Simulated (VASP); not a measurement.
# Bi3H (Pm-3m) in VASP: further runs, part 2 of 2

VASP 6.6.1.

## Step 3: Single point, PBE

This run uses another cell than the first one, of 26.73 Å³/atom, 1.112 times its volume.

INCAR

```
SYSTEM = Bi3H
PREC = Accurate
ENCUT = 520
EDIFF = 1E-6
ISMEAR = 0
SIGMA = 0.1
LREAL = .FALSE.
LASPH = .TRUE.
NELM = 100
ALGO = Normal
ISIF = 2
LWAVE = .FALSE.
LCHARG = .FALSE.
GGA = PE
NBANDS = 31
```

KPOINTS

```
Automatic mesh
0
G
  4 4 4
  0 0 0
```

POSCAR

```
Bi3H
1.0
    4.7464613201      0.0000000000      0.0000000000
    0.0000000000      4.7464613201      0.0000000000
    0.0000000000      0.0000000000      4.7464613201
Bi H
3 1
Direct
    0.0000000000      0.5000000000      0.5000000000
    0.5000000000      0.0000000000      0.5000000000
    0.5000000000      0.5000000000      0.0000000000
    0.0000000000      0.0000000000      0.0000000000
```

Potentials or basis: VASP PAW PBE potentials, release 64 (Bi_d, H).

Launch:

```sh
cat potpaw_PBE.64/Bi_d/POTCAR potpaw_PBE.64/H/POTCAR > POTCAR
mpirun -np 1 vasp_std > vasp.out
```

OUTCAR:

```text
SYSTEM = Bi3H
   PREC = Accurate
   ENCUT = 520
   EDIFF = 1E-6
   ISMEAR = 0
   LREAL = .FALSE.
   LASPH = .TRUE.
   NELM = 100
   ISIF = 2
   GGA = PE

 ion  position               nearest neighbor table
   1  0.000  0.500  0.500-   2 3.36   3 3.36   3 3.36   2 3.36   2 3.36   3 3.36   3 3.36   2 3.36

   2  0.500  0.000  0.500-   1 3.36   3 3.36   3 3.36   1 3.36   3 3.36   3 3.36   1 3.36   1 3.36

   3  0.500  0.500  0.000-   1 3.36   2 3.36   1 3.36   2 3.36   2 3.36   2 3.36   1 3.36   1 3.36

   4  0.000  0.000  0.000-

  LATTYP: Found a simple cubic cell.
 ALAT       =     4.7464613201

  Lattice vectors:

 A1 = (   4.7464613201,   0.0000000000,   0.0000000000)
 A2 = (   0.0000000000,   4.7464613201,   0.0000000000)
 A3 = (   0.0000000000,   0.0000000000,   4.7464613201)

Analysis of symmetry for initial positions (statically):
=====================================================================
 Subroutine PRICEL returns:
 Original cell was already a primitive cell.

 Routine SETGRP: Setting up the symmetry group for a
 simple cubic supercell.

 Subroutine GETGRP returns: Found 48 space group operations
 (whereof 48 operations were pure point group operations)
 out of a pool of 48 trial point group operations.

The static configuration has the point symmetry O_h .

Analysis of symmetry for dynamics (positions and initial velocities):
=====================================================================
 Subroutine PRICEL returns:
 Original cell was already a primitive cell.

 Routine SETGRP: Setting up the symmetry group for a
 simple cubic supercell.

 Subroutine GETGRP returns: Found 48 space group operations
 (whereof 48 operations were pure point group operations)
 out of a pool of 48 trial point group operations.

The dynamic configuration has the point symmetry O_h .

 Subroutine INISYM returns: Found 48 space group operations
 (whereof 48 operations are pure point group operations),
 and found     1 'primitive' translations

----------------------------------------------------------------------------------------

                                     Primitive cell

  volume of cell :     106.9325

  direct lattice vectors                    reciprocal lattice vectors
     4.746461320  0.000000000  0.000000000     0.210683272  0.000000000  0.000000000
     0.000000000  4.746461320  0.000000000     0.000000000  0.210683272  0.000000000
     0.000000000  0.000000000  4.746461320     0.000000000  0.000000000  0.210683272

  length of vectors
     4.746461320  4.746461320  4.746461320     0.210683272  0.210683272  0.210683272

  position of ions in fractional coordinates (direct lattice)
     0.000000000  0.500000000  0.500000000
     0.500000000  0.000000000  0.500000000
     0.500000000  0.500000000  0.000000000
     0.000000000  0.000000000  0.000000000

  ion indices of the primitive-cell ions
   primitive index   ion index
                 1           1
                 2           2
                 3           3
                 4           4

----------------------------------------------------------------------------------------

 KPOINTS: Automatic mesh

Automatic generation of k-mesh.
 Grid dimensions read from file:
 generate k-points for:    4    4    4

 Generating k-lattice:

  Cartesian coordinates                     Fractional coordinates (reciprocal lattice)
     0.052670818  0.000000000  0.000000000     0.250000000  0.000000000  0.000000000
     0.000000000  0.052670818  0.000000000     0.000000000  0.250000000  0.000000000
     0.000000000  0.000000000  0.052670818     0.000000000  0.000000000  0.250000000

  Length of vectors
     0.052670818  0.052670818  0.052670818

  Shift w.r.t. Gamma in fractional coordinates (k-lattice)
     0.000000000  0.000000000  0.000000000

 Subroutine IBZKPT returns following result:
 ===========================================

 Found     10 irreducible k-points:

 Following reciprocal coordinates:
            Coordinates               Weight
  0.000000  0.000000  0.000000      1.000000
  0.250000  0.000000  0.000000      6.000000
  0.500000  0.000000  0.000000      3.000000
  0.250000  0.250000  0.000000     12.000000
  0.500000  0.250000  0.000000     12.000000
  0.500000  0.500000  0.000000      3.000000
  0.250000  0.250000  0.250000      8.000000
  0.500000  0.250000  0.250000     12.000000
  0.500000  0.500000  0.250000      6.000000
  0.500000  0.500000  0.500000      1.000000
   k-points           NKPTS =     10   k-points in BZ     NKDIM =     10   number of bands    NBANDS=     31
   number of dos      NEDOS =    301   number of ions     NIONS =      4
   total plane-waves  NPLWV =  46656
   dimension x,y,z NGX =    36 NGY =   36 NGZ =   36
   dimension x,y,z NGXF=    72 NGYF=   72 NGZF=   72
   ions per type =               3   1
   NGX,Y,Z   is equivalent  to a cutoff of  12.61, 12.61, 12.61 a.u.
   NGXF,Y,Z  is equivalent  to a cutoff of  25.22, 25.22, 25.22 a.u.
 SYSTEM =  Bi3H
   PREC   = accura    normal or accurate (medium, high low for compatibility)
   ISTART =      0    job   : 0-new  1-cont  2-samecut
   ICHARG =      2    charge: 1-file 2-atom 10-const
   ISPIN  =      1    spin polarized calculation?
   LNONCOLLINEAR =      F non collinear calculations
   LSORBIT =      F    spin-orbit coupling
   LASPH  =      T    aspherical Exc in radial PAW
   ENCUT  =  520.0 eV  38.22 Ry    6.18 a.u.   8.83  8.83  8.83*2*pi/ulx,y,z
   NELM   =    100;   NELMIN=  2; NELMDL= -5     # of ELM steps
   EDIFF  = 0.1E-05   stopping-criterion for ELM
   LREAL  =      F    real-space projection
   EDIFFG = 0.1E-04   stopping-criterion for IOM
   NSW    =      0    number of steps for IOM
   IBRION =     -1    ionic relax: 0-MD 1-quasi-New 2-CG
   NFREE  =      0    steps in history (QN), initial steepest desc. (CG)
   ISIF   =      2    stress and relaxation
   ISYM   =      2    0-nonsym 1-usesym 2-fastsym
   POTIM  = 0.5000    time-step for ionic-motion
   TEBEG  =    0.0;   TEEND  =   0.0 temperature during run
   PSTRESS=    0.0 pullay stress
   NELECT =      46.0000    total number of electrons
   NUPDOWN=      -1.0000    fix difference up-down
   EMIN   =  10.00;   EMAX   =-10.00  energy-range for DOS
   EFERMI =   0.00;   METHOD = LEGACY
   ISMEAR =     0;   SIGMA  =   0.10  broadening in eV -4-tet -1-fermi 0-gaus
   EFERMI_NEDOS =   21; number of points for ismear=-14 and -15
   IALGO  =     38    algorithm
   IMIX   =      4    mixing-type and parameters
     AMIX     =   0.40;   BMIX     =  1.00
     AMIX_MAG =   1.60;   BMIX_MAG =  1.00
  volume/ion in A,a.u.               =      26.73       180.40
  Fermi-wavevector in a.u.,A,eV,Ry     =   1.235826  2.335373 20.779730  1.527267
  Thomas-Fermi vector in A             =   2.370460
   LORBIT       =      0    0 simple, 1 ext, 2 COOP (PROOUT), +10 PAW based schemes
   GGA     = PE    functional components
   LHFCALC =     F    Hartree Fock is set to
   AEXX    =    0.0000 exact exchange contribution
   IVDW    =     0    specifies the selected vdW correction
   LEPSILON=     F    determine dielectric tensor
   LRPA    =     F    only Hartree local field effects (RPA)
 non-spin polarized calculation
 Gauss-broadening in eV      SIGMA  =   0.10
  energy-cutoff  :      520.00
  volume of cell :      106.93
 maximum number of plane-waves:      2897
 NGX is ok and might be reduce to    36
   NGX = 17   NGY = 17   NGZ = 17

 number of electron      46.0000017 magnetization

 Free energy of the ion-electron system (eV)
  ---------------------------------------------------
  ext. energy  EPLUGINS =         0.00000000
  ---------------------------------------------------
  free energy    TOTEN  =       -12.64858527 eV

  energy without entropy =      -12.62896634  energy(sigma->0) =      -12.63877580

 E-fermi :   6.3648     XC(G=0):  -9.7798

 val. band max:        6.2961002187   @ k =   0.5000   0.2500   0.2500
 cond. band min:       6.4009182286   @ k =   0.2500   0.2500   0.2500
 fundamental gap:      0.1048180099
 Fermi energy:         6.3648360888

 k-point     1 :       0.0000    0.0000    0.0000
  band No.  band energies     occupation
      1     -16.8685      2.00000
      2     -16.8685      2.00000
      3     -16.8685      2.00000
      4     -16.8406      2.00000
      5     -16.7325      2.00000
      6     -16.7325      2.00000
[... 329 lines left out ...]
     30      15.8676      0.00000
     31      15.8832      0.00000

------------------------ aborting loop because EDIFF is reached ----------------------------------------

  FORCE on cell =-STRESS in cart. coord.  units (eV):
  Direction    XX          YY          ZZ          XY          YZ          ZX
  --------------------------------------------------------------------------------------
  -------------------------------------------------------------------------------------
  Total       -0.2805151     -0.2805151     -0.2805151      0.0000000      0.0000000     -0.0000000
  in kB       -4.2029771     -4.2029771     -4.2029771      0.0000000      0.0000000     -0.0000000
  external PRESSURE =      -4.2029771 kB  Pullay stress =       0.0000000 kB

 VOLUME and BASIS-vectors are now :
 -----------------------------------------------------------------------------
  energy-cutoff  :      520.00
  volume of cell :      106.93
      direct lattice vectors                 reciprocal lattice vectors
     4.746461320  0.000000000  0.000000000     0.210683272  0.000000000  0.000000000
     0.000000000  4.746461320  0.000000000     0.000000000  0.210683272  0.000000000
     0.000000000  0.000000000  4.746461320     0.000000000  0.000000000  0.210683272

 POSITION                                       TOTAL-FORCE (eV/Angst)
 -----------------------------------------------------------------------------------
      0.00000      2.37323      2.37323         0.000000      0.000000      0.000000
      2.37323      0.00000      2.37323         0.000000      0.000000      0.000000
      2.37323      2.37323      0.00000         0.000000      0.000000      0.000000
      0.00000      0.00000      0.00000         0.000000      0.000000      0.000000
 -----------------------------------------------------------------------------------
    total drift:                                0.000000      0.000000      0.000000

  FREE ENERGIE OF THE ION-ELECTRON SYSTEM (eV)
  ---------------------------------------------------
  free  energy   TOTEN  =       -12.6485852659 eV

  energy  without entropy=      -12.6289663425  energy(sigma->0) =      -12.63877580
```

OSZICAR:

```text
N       E                     dE             d eps       ncg     rms          rms(c)
DAV:   1     0.506481963402E+03    0.50648E+03   -0.23945E+04   620   0.177E+03
DAV:   2     0.375440891786E+02   -0.46894E+03   -0.45916E+03   620   0.490E+02
DAV:   3    -0.111892124926E+02   -0.48733E+02   -0.47425E+02   740   0.173E+02
DAV:   4    -0.131497277935E+02   -0.19605E+01   -0.19584E+01   712   0.374E+01
DAV:   5    -0.132595731903E+02   -0.10985E+00   -0.10984E+00   909   0.794E+00    0.333E+00
DAV:   6    -0.126394799655E+02    0.62009E+00   -0.94045E-01   728   0.410E+00    0.667E-01
DAV:   7    -0.126521946280E+02   -0.12715E-01   -0.16076E-01   777   0.137E+00    0.828E-01
DAV:   8    -0.127451196490E+02   -0.92925E-01   -0.11626E-01   706   0.151E+00    0.149E+00
DAV:   9    -0.126640110821E+02    0.81109E-01   -0.29715E-02   726   0.937E-01    0.710E-01
DAV:  10    -0.126503137058E+02    0.13697E-01   -0.88566E-03   720   0.353E-01    0.263E-01
DAV:  11    -0.126485509359E+02    0.17628E-02   -0.40618E-03   737   0.218E-01    0.389E-02
DAV:  12    -0.126486541294E+02   -0.10319E-03   -0.41778E-04   743   0.798E-02    0.559E-02
DAV:  13    -0.126486205337E+02    0.33596E-04   -0.13102E-05   733   0.267E-02    0.399E-02
DAV:  14    -0.126485927176E+02    0.27816E-04   -0.46587E-05   727   0.383E-02    0.180E-02
DAV:  15    -0.126485855915E+02    0.71261E-05   -0.80986E-06   535   0.185E-02    0.628E-03
DAV:  16    -0.126485852659E+02    0.32557E-06   -0.18949E-06   567   0.808E-03
   1 F= -.12648585E+02 E0= -.12638776E+02  d E =-.196189E-01
```

stdout:

```text
POSCAR found type information on POSCAR BiH
 POSCAR found :  2 types and       4 ions
 scaLAPACK will be used
 LDA part: xc-table for (Slater+PW92), standard interpolation
 POSCAR, INCAR and KPOINTS ok, starting setup
 FFT: planning ... GRIDC
 FFT: planning ... GRID_SOFT
 FFT: planning ... GRID
 WAVECAR not read
 entering main loop
```

Wall time 82 s (1 thread of Oxide Virtual Turin-like, shared host); peak memory 0.17 GiB.

What came out:

- Free energy: -12.6486 eV
- Pressure: -0.4 GPa
- Band gap on the k mesh: zero (band 23 reaches 7.72 eV, above the bottom of band 24 at 5.94 eV)

Caveat: spin-orbit coupling is left out, which moves the levels of the heavy elements.
